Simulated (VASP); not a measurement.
Crystal: Al5Cu.

```
Al Cu
1.0
     2.77720    0.00000    0.00000
     0.00000    2.77720    0.00000
     0.00000    0.00000   11.78266
Al Cu
5 1
Direct
  0.00000 0.00000 0.83333
  0.50000 0.50000 0.00000
  0.00000 0.00000 0.16667
  0.50000 0.50000 0.33333
  0.50000 0.50000 0.66667
  0.00000 0.00000 0.50000
```

| Property | Result |
| --- | --- |
| Program | VASP 6.6.1 |
| Task | relaxation of cell and atoms |
| Functional | PBE |
| Potentials or basis | VASP PAW PBE potentials, release 64 (Al, Cu) |
| Cutoff | 600 eV |
| k mesh | 6 × 6 × 2 |
| Occupations | gaussian, width 0.1 eV |
| Spin | no spin polarisation |

At the start: pressure 2.7 GPa; volume 15.15 Å³/atom.

How do energy, volume and symmetry change on relaxing?

Over 12 steps the energy falls by 47.7 meV/atom and the volume is 15.53 Å³/atom (+2.6 %); space group P4/mmm (No. 123, to 0.1 Å) before and after.

Step by step:
```tsv
step	energy change (eV)	largest force (eV/Å)	pressure (GPa)	volume (Å³)
1	0.0000	0.7548	2.72	90.88
2	-0.0798	0.5537	-0.84	94.30
3	-0.0879	0.4785	-2.29	95.88
4	-0.1640	0.4127	-2.01	95.22
5	-0.2262	0.3372	0.17	93.12
6	-0.2436	0.3068	-0.87	93.96
7	-0.2453	0.3099	-0.67	93.77
8	-0.2783	0.1965	0.85	92.24
9	-0.2785	0.1884	0.94	92.12
10	-0.2848	0.0710	-0.33	93.41
11	-0.2849	0.0820	-0.20	93.28
12	-0.2865	0.0223	-0.13	93.21
```

Final structure:
```
CELL_PARAMETERS angstrom
2.86051 0.00000 0.00000
0.00000 2.86051 0.00000
0.00000 0.00000 11.39121
ATOMIC_POSITIONS crystal
Al 0.00000 0.00000 0.82317
Al 0.50000 0.50000 0.00000
Al 0.00000 0.00000 0.17683
Al 0.50000 0.50000 0.35387
Al 0.50000 0.50000 0.64613
Cu 0.00000 0.00000 0.50000
```

Caveat: the k points lie up to 0.37 Å⁻¹ apart in the final cell; the highest band is partly filled, so the run has too few bands.
